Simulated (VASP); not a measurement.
# CoO (R3m) in VASP: a series of runs

Aim: see how the results for CoO move with the level of theory and the settings. Levels: RPBE, PBEsol, PBE. Tasks: single point.

All numbers are computed with VASP 6.6.1; they aren't measurements. Logs are shortened: lines on timing, memory, paths and dates and some standing lists are left out, and cuts for length are marked.

## 1. The cell of the first run

The structure is trigonal, space group R3m (No. 160). Conventional cell: a = 3.204 Å, b = 3.204 Å, c = 7.699 Å, α = 90.00°, β = 90.00°, γ = 120.00°. Within 2.5 Å of Co (site symmetry 3m) lie 4 O at 1.91 to 1.96 Å. Within 2.5 Å of O (site symmetry 3m) lie 4 Co at 1.91 to 1.96 Å.

## 2. Single point, RPBE, collinear spin, ferromagnetic start

INCAR

```
SYSTEM = CoO
ALGO = Normal ; EDIFF = 1E-6
ENCUT = 520 ; GGA = RP
ISIF = 2 ; ISMEAR = 0
ISPIN = 2 ; LASPH = .True.
LCHARG = .False. ; LMAXMIX = 4
LORBIT = 11 ; LREAL = .False.
LWAVE = .False. ; MAGMOM = 2 0
NBANDS = 18 ; NELM = 150
PREC = Accurate ; SIGMA = 0.1
```

KPOINTS

```
k-points
0
Gamma
  10 10 10
  0 0 0
```

POSCAR

```
CoO
1.0
    1.6022198417      0.9250420569      2.5664708903
   -1.6022198417      0.9250420569      2.5664708903
    0.0000000000     -1.8500841138      2.5664708903
Co O
1 1
Direct
    0.9989783200      0.9989783200      0.9989783200
    0.7510210300      0.7510210300      0.7510210300
```

Potentials or basis: VASP PAW PBE potentials, release 64 (Co, O).

Started as:

```bash
$ cat potpaw_PBE.64/Co/POTCAR potpaw_PBE.64/O/POTCAR > POTCAR
$ mpirun -np 1 vasp_std > vasp.out
```

OUTCAR:

```text
SYSTEM = CoO
   EDIFF = 1E-6
   ENCUT = 520
   GGA = RP
   ISIF = 2
   ISMEAR = 0
   ISPIN = 2
   LASPH = .True.
   LORBIT = 11
   LREAL = .False.
   NELM = 150
   PREC = Accurate

 ion  position               nearest neighbor table
   1  0.999  0.999  0.999-   2 1.91   2 1.96   2 1.96   2 1.96
   2  0.751  0.751  0.751-   1 1.91   1 1.96   1 1.96   1 1.96

  LATTYP: Found a trigonal (rhomboedric) cell.
 ALAT       =     3.1637926700
 COS(alpha) =     0.4870699110

  Lattice vectors:

 A1 = (   1.6022198417,   0.9250420569,   2.5664708903)
 A2 = (  -1.6022198417,   0.9250420569,   2.5664708903)
 A3 = (   0.0000000000,  -1.8500841138,   2.5664708903)

Analysis of symmetry for initial positions (statically):
=====================================================================
 Subroutine PRICEL returns:
 Original cell was already a primitive cell.

 Routine SETGRP: Setting up the symmetry group for a
 trigonal (rhombohedral) supercell.

 Subroutine GETGRP returns: Found  6 space group operations
 (whereof  6 operations were pure point group operations)
 out of a pool of 12 trial point group operations.

The static configuration has the point symmetry C_3v.

Analysis of symmetry for dynamics (positions and initial velocities):
=====================================================================
 Subroutine PRICEL returns:
 Original cell was already a primitive cell.

 Routine SETGRP: Setting up the symmetry group for a
 trigonal (rhombohedral) supercell.

 Subroutine GETGRP returns: Found  6 space group operations
 (whereof  6 operations were pure point group operations)
 out of a pool of 12 trial point group operations.

The dynamic configuration has the point symmetry C_3v.

Analysis of structural, dynamic, and magnetic symmetry:
=====================================================================
 Subroutine PRICEL returns:
 Original cell was already a primitive cell.

 Routine SETGRP: Setting up the symmetry group for a
 trigonal (rhombohedral) supercell.

 Subroutine GETGRP returns: Found  6 space group operations
 (whereof  6 operations were pure point group operations)
 out of a pool of 12 trial point group operations.

The overall configuration has the point symmetry C_3v.

 Subroutine INISYM returns: Found  6 space group operations
 (whereof  6 operations are pure point group operations),
 and found     1 'primitive' translations

----------------------------------------------------------------------------------------
[... 115 lines left out ...]
  Fermi-wavevector in a.u.,A,eV,Ry     =   1.423360  2.689761 27.564786  2.025955
  Thomas-Fermi vector in A             =   2.543966
   LORBIT       =     11    0 simple, 1 ext, 2 COOP (PROOUT), +10 PAW based schemes
   GGA     = RP    functional components
   LHFCALC =     F    Hartree Fock is set to
   AEXX    =    0.0000 exact exchange contribution
   IVDW    =     0    specifies the selected vdW correction
   LEPSILON=     F    determine dielectric tensor
   LRPA    =     F    only Hartree local field effects (RPA)
 spin polarized calculation
 Gauss-broadening in eV      SIGMA  =   0.10
  energy-cutoff  :      520.00
  volume of cell :       22.82
 maximum number of plane-waves:       628
   NGX = 11   NGY = 11   NGZ = 11

 number of electron      15.0000010 magnetization       2.7872018

 Free energy of the ion-electron system (eV)
  ---------------------------------------------------
  ext. energy  EPLUGINS =         0.00000000
  ---------------------------------------------------
  free energy    TOTEN  =       -12.53343017 eV

  energy without entropy =      -12.52554820  energy(sigma->0) =      -12.52948918

 E-fermi :   6.1944     XC(G=0): -10.9990

 val. band max:        6.1909057578   @ k =  -0.3000   0.5000   0.1000
 cond. band min:       6.1962919280   @ k =   0.2000   0.2000   0.1000
 fundamental gap:      0.0053861702
 Fermi energy:         6.1943738659

 spin component 1

 k-point     1 :       0.0000    0.0000    0.0000
  band No.  band energies     occupation
      1     -13.9031      1.00000
      2      -0.0032      1.00000
      3       0.0534      1.00000
      4       0.0534      1.00000
      5       3.9863      1.00000
      6       3.9863      1.00000
[... 493 lines left out ...]
     17      32.9928      0.00000
     18      34.8942      0.00000

 [... further k-points ...]

 spin component 2

 k-point     1 :       0.0000    0.0000    0.0000
  band No.  band energies     occupation
      1     -13.3779      1.00000
      2       1.2342      1.00000
      3       1.3169      1.00000
      4       1.3169      1.00000
      5       5.6512      1.00000
      6       5.6512      1.00000
[... 493 lines left out ...]
     17      33.4839      0.00000
     18      35.3963      0.00000

 [... further k-points ...]

------------------------ aborting loop because EDIFF is reached ----------------------------------------

  FORCE on cell =-STRESS in cart. coord.  units (eV):
  Direction    XX          YY          ZZ          XY          YZ          ZX
  --------------------------------------------------------------------------------------
  -------------------------------------------------------------------------------------
  Total        0.5024175      0.5024175      1.3113127      0.0000000      0.0000000      0.0000000
  in kB       35.2698973     35.2698973     92.0546375      0.0000000      0.0000000      0.0000000
  external PRESSURE =      54.1981441 kB  Pullay stress =       0.0000000 kB

 VOLUME and BASIS-vectors are now :
 -----------------------------------------------------------------------------
  energy-cutoff  :      520.00
  volume of cell :       22.82
      direct lattice vectors                 reciprocal lattice vectors
     1.602219842  0.925042057  2.566470890     0.312067038  0.180171988  0.129880037
    -1.602219842  0.925042057  2.566470890    -0.312067038  0.180171988  0.129880037
     0.000000000 -1.850084114  2.566470890     0.000000000 -0.360343977  0.129880037

 POSITION                                       TOTAL-FORCE (eV/Angst)
 -----------------------------------------------------------------------------------
      0.00000      0.00000      7.69155         0.000000     -0.000000      0.288290
      0.00000      0.00000      5.78242         0.000000      0.000000     -0.288290
 -----------------------------------------------------------------------------------
    total drift:                                0.000000      0.000000     -0.000093

  FREE ENERGIE OF THE ION-ELECTRON SYSTEM (eV)
  ---------------------------------------------------
  free  energy   TOTEN  =       -12.5334301711 eV

  energy  without entropy=      -12.5255481961  energy(sigma->0) =      -12.52948918

 total charge

# of ion       s       p       d       tot
------------------------------------------
    1        0.347   0.450   7.207   8.004
    2        1.557   3.452   0.000   5.009
--------------------------------------------------
tot          1.904   3.902   7.207  13.013

 magnetization (x)

# of ion       s       p       d       tot
------------------------------------------
    1        0.019   0.050   2.334   2.403
    2        0.021   0.276   0.000   0.296
--------------------------------------------------
tot          0.039   0.326   2.334   2.699
```

stdout:

```text
POSCAR found type information on POSCAR CoO
 POSCAR found :  2 types and       2 ions
 scaLAPACK will be used
 -----------------------------------------------------------------------------
|                                                                             |
|                                                                             |
|     You enforced a specific xc type in the INCAR file but a different       |
|     I HOPE YOU KNOW WHAT YOU ARE DOING!                                     |
|                                                                             |
 -----------------------------------------------------------------------------

 LDA part: xc-table for (Slater+PW92), standard interpolation
 POSCAR, INCAR and KPOINTS ok, starting setup
 FFT: planning ... GRIDC
 FFT: planning ... GRID_SOFT
 FFT: planning ... GRID
 WAVECAR not read
 entering main loop
```

It took 3.8 min on 1 thread of Intel Xeon 8259CL, shared host; peak memory 0.2 GiB.

Results:

```yaml
Free_energy: -12.5334 eV
Pressure: 5.4 GPa
Largest_force: 0.288 eV/Å
Net_moment: 2.79 μB per cell
Site_moments: Co +2.40; O +0.30 μB
Valence_electrons_inside_the_program's_atomic_spheres: Co 8.00; O 5.01
```

Forces in eV/Å, atoms in the order of the input:
```
Co   0.000  0.000  0.288
O    0.000  0.000 -0.288
```

Stress tensor (GPa, compression positive):
```
3.53 0.00 0.00
0.00 3.53 0.00
0.00 0.00 9.21
```

Caveat: the stress differs along the axes, from 4 to 9 GPa; the PAW data sets were made with another functional, which shifts forces and pressure a little; a cell with one magnetic atom can't hold antiferromagnetic order, which such compounds often take; semilocal functionals often make such compounds metallic where correlation or magnetic order opens a gap, which also shifts bond lengths. With open d or f shells a metallic result of RPBE can be an artefact of self-interaction; +U or a hybrid may open a gap.

## 3. Single point, PBEsol, collinear spin, ferromagnetic start

INCAR

```
ALGO = Normal
EDIFF = 1E-6
ENCUT = 1340
GGA = PS
GGA_COMPAT = False
ISIF = 2
ISMEAR = -1
ISPIN = 2
LASPH = True
LCHARG = False
LMAXMIX = 4
LORBIT = 11
LREAL = False
LWAVE = False
MAGMOM = 2 0
NBANDS = 22
NELM = 200
PREC = Accurate
SIGMA = 0.05
```

KPOINTS

```
k-points
0
Gamma
  6 6 6
```

POSCAR is that of step 2.

Potentials or basis: VASP PAW PBE potentials, release 64 (Co_sv, O_h).

Started as:

```bash
$ cat potpaw_PBE.64/Co_sv/POTCAR potpaw_PBE.64/O_h/POTCAR > POTCAR
$ mpirun -np 1 vasp_std > vasp.out
```

It took 3.3 min on 1 thread of AMD EPYC 7R43 (Zen 3), shared host; peak memory 0.3 GiB.

Results (log left out):

- Free energy: -14.3107 eV
- Pressure: -8.5 GPa
- Largest force: 0.210 eV/Å
- Net moment: 2.74 μB per cell
- Site moments: Co +2.30; O +0.23 μB
- Valence electrons inside the program's atomic spheres: Co 14.94; O 3.32

Forces on the atoms (eV/Å):
```
Co   0.000  0.000  0.210
O    0.000  0.000 -0.210
```

Stress tensor (GPa, compression positive):
```
-10.15   0.00   0.00
  0.00 -10.15   0.00
  0.00   0.00  -5.17
```

Levels at points of the mesh, in eV from the Fermi level:
Spin up:
| k point | band 11 | band 12 | band 13 | band 14 | band 15 | band 16 |
| --- | --- | --- | --- | --- | --- | --- |
| (0.00, 0.00, 0.00) | 0.01 | 0.26 | 0.26 | 0.42 | 13.82 | 13.82 |
| (0.50, 0.00, 0.00) | -2.20 | -0.54 | -0.48 | 5.55 | 6.80 | 13.37 |
| (0.50, 0.50, 0.00) | -1.83 | -1.68 | -1.59 | 5.08 | 9.79 | 10.90 |
| (0.50, 0.50, 0.50) | -2.23 | -0.66 | -0.66 | 5.52 | 7.12 | 13.27 |
Spin down:
| k point | band 6 | band 7 | band 8 | band 9 | band 10 | band 11 | band 12 | band 13 | band 14 | band 15 |
| --- | --- | --- | --- | --- | --- | --- | --- | --- | --- | --- |
| (0.00, 0.00, 0.00) | -5.12 | -5.04 | -5.04 | -0.46 | -0.46 | 0.48 | 2.50 | 2.50 | 2.60 | 14.29 |
| (0.50, 0.00, 0.00) | -6.62 | -4.86 | -4.84 | -0.26 | -0.24 | 0.15 | 1.65 | 1.68 | 6.01 | 7.53 |
| (0.50, 0.50, 0.00) | -6.66 | -4.59 | -4.56 | -0.95 | -0.07 | 0.06 | 0.79 | 0.87 | 6.05 | 10.46 |
| (0.50, 0.50, 0.50) | -6.59 | -4.79 | -4.79 | -0.22 | -0.22 | -0.01 | 1.52 | 1.52 | 5.96 | 7.88 |

Caveat: the k points lie up to 0.40 Å⁻¹ apart; the PAW data sets were made with another functional, which shifts forces and pressure a little; a cell with one magnetic atom can't hold antiferromagnetic order, which such compounds often take; semilocal functionals often make such compounds metallic where correlation or magnetic order opens a gap, which also shifts bond lengths.

## 4. Single point, PBE

INCAR

```
SYSTEM = CoO
PREC = Accurate
ENCUT = 700
EDIFF = 1E-6
ISMEAR = -1
SIGMA = 0.05
LREAL = .FALSE.
LASPH = .TRUE.
NELM = 120
ALGO = Normal
ISIF = 2
LWAVE = .FALSE.
LCHARG = .FALSE.
GGA = PE
NBANDS = 18
GGA_COMPAT = .FALSE.
```

KPOINTS

```
regular mesh
0
G
  10 10 10
  0 0 0
```

POSCAR is that of step 3.

Potentials or basis: VASP PAW PBE potentials, release 64 (Co_sv, O).

Started as:

```bash
$ cat potpaw_PBE.64/Co_sv/POTCAR potpaw_PBE.64/O/POTCAR > POTCAR
$ mpirun -np 1 vasp_std > vasp.out
```

Run time: 35 s. Hardware: 1 thread of Intel Xeon 6975P-C (Granite Rapids), shared host; peak memory 0.2 GiB.

Results (log left out):

```
Free energy            : -13.0811 eV
Pressure               : -14.8 GPa
Largest force          : 0.200 eV/Å
Band gap on the k mesh : zero (an odd number of electrons rules out a gap without spin polarisation)
```

Forces in eV/Å, atoms in the order of the input:
```
Co   0.000  0.000  0.200
O    0.000  0.000 -0.200
```

Stress tensor (GPa, compression positive):
```
-15.60   0.00   0.00
  0.00 -15.60   0.00
  0.00   0.00 -13.08
```

Levels at points of the mesh, in eV from the Fermi level:
```tsv
k point	band 8	band 9	band 10	band 11	band 12	band 13	band 14	band 15
(0.00, 0.00, 0.00)	-5.93	-1.29	-1.29	0.13	1.19	1.19	1.28	14.07
(0.50, 0.00, 0.00)	-5.70	-1.14	-1.11	-1.10	0.40	0.44	5.74	6.91
(0.50, 0.50, 0.00)	-5.37	-1.95	-0.93	-0.78	-0.49	-0.41	5.52	9.93
(0.50, 0.50, 0.50)	-5.63	-1.23	-1.13	-1.13	0.30	0.30	5.70	7.26
```

Caveat: the cell stands under tension; an odd number of electrons without spin polarisation forces a metal; a magnetic or distorted state may lie lower; the run has no spin polarisation, though such a crystal can be magnetic; semilocal functionals often make such compounds metallic where correlation or magnetic order opens a gap, which also shifts bond lengths. With open d or f shells a metallic result of PBE can be an artefact of self-interaction; +U or a hybrid may open a gap.

## 5. Single point, PBE, collinear spin, ferromagnetic start

INCAR

```
SYSTEM = CoO
PREC = Accurate
ENCUT = 1340
EDIFF = 1E-6
ISMEAR = -1
SIGMA = 0.05
LREAL = .FALSE.
LASPH = .TRUE.
NELM = 200
ALGO = Normal
ISIF = 2
LWAVE = .FALSE.
LCHARG = .TRUE.
ISPIN = 2
MAGMOM = 2.5 0
LORBIT = 11
NUPDOWN = 2.5
LMAXMIX = 4
GGA = PE
LELF = .TRUE.
LVHAR = .TRUE.
NBANDS = 22
GGA_COMPAT = .FALSE.
```

KPOINTS

```
Automatic mesh
0
G
  9 9 9
  0 0 0
```

POSCAR is that of step 4.

Potentials or basis: VASP PAW PBE potentials, release 64 (Co_sv, O_h).

Started as:

```bash
$ cat potpaw_PBE.64/Co_sv/POTCAR potpaw_PBE.64/O_h/POTCAR > POTCAR
$ mpirun -np 1 vasp_std > vasp.out
```

It took 4.5 min on 1 thread of Intel Xeon Platinum 8488C (Sapphire Rapids), shared host; peak memory 0.46 GiB.

It converged, with:

| Property | Result |
| --- | --- |
| Free energy | -13.4538 eV |
| Pressure | -2.8 GPa |
| Largest force | 0.217 eV/Å |
| Net moment | 2.50 μB per cell |
| Site moments | Co +2.14; O +0.18 μB |
| Valence electrons inside the program's atomic spheres | Co 14.95; O 3.34 |

Forces in eV/Å, atoms in the order of the input:
```
Co   0.000  0.000  0.217
O    0.000  0.000 -0.217
```

Stress tensor (GPa, compression positive):
```
-4.41  0.00  0.00
 0.00 -4.41  0.00
 0.00  0.00  0.35
```

Caveat: the total moment is fixed, so each spin has its own Fermi level and the state may be an excited one; a cell with one magnetic atom can't hold antiferromagnetic order, which such compounds often take.

## 6. Overview

| level | potentials or basis | spin | fixed moment (μB) | k mesh | cutoff (eV) | smearing | gap on the mesh (eV) | pressure (GPa) | moment (μB) | largest force (eV/Å) |
| --- | --- | --- | --- | --- | --- | --- | --- | --- | --- | --- |
| RPBE | VASP PAW PBE potentials, release 64 (Co, O) | collinear, ferromagnetic start | - | 10 × 10 × 10 | 520 | gaussian 0.1 eV | none | 5.4 | 2.79 | 0.29 |
| PBEsol | VASP PAW PBE potentials, release 64 (Co_sv, O_h) | collinear, ferromagnetic start | - | 6 × 6 × 6 | 1340 | fermi-dirac 0.05 eV | none | -8.5 | 2.74 | 0.21 |
| PBE | VASP PAW PBE potentials, release 64 (Co_sv, O) | off | - | 10 × 10 × 10 | 700 | fermi-dirac 0.05 eV | none | -14.8 | - | 0.20 |
| PBE | VASP PAW PBE potentials, release 64 (Co_sv, O_h) | collinear, ferromagnetic start | 2.5 | 9 × 9 × 9 | 1340 | fermi-dirac 0.05 eV | - | -2.8 | 2.50 | 0.22 |

Alike in all rows: task single point; cell as given.

Caveats: some runs use coarse meshes; a cell with one magnetic atom can't hold antiferromagnetic order, which such compounds often take (at least some runs); semilocal functionals often make such compounds metallic where correlation or magnetic order opens a gap, which also shifts bond lengths (at least some runs); the PAW data sets were made with another functional, which shifts forces and pressure a little (at least some runs); the stress differs along the axes, from 4 to 9 GPa (at least some runs); the cell stands under tension (at least some runs); an odd number of electrons without spin polarisation forces a metal (at least some runs); a magnetic or distorted state may lie lower (at least some runs).

Absolute energies hang on the potentials; compare differences alone.

The gap in the log of VASP goes by the Fermi energy; the results here count the filled bands.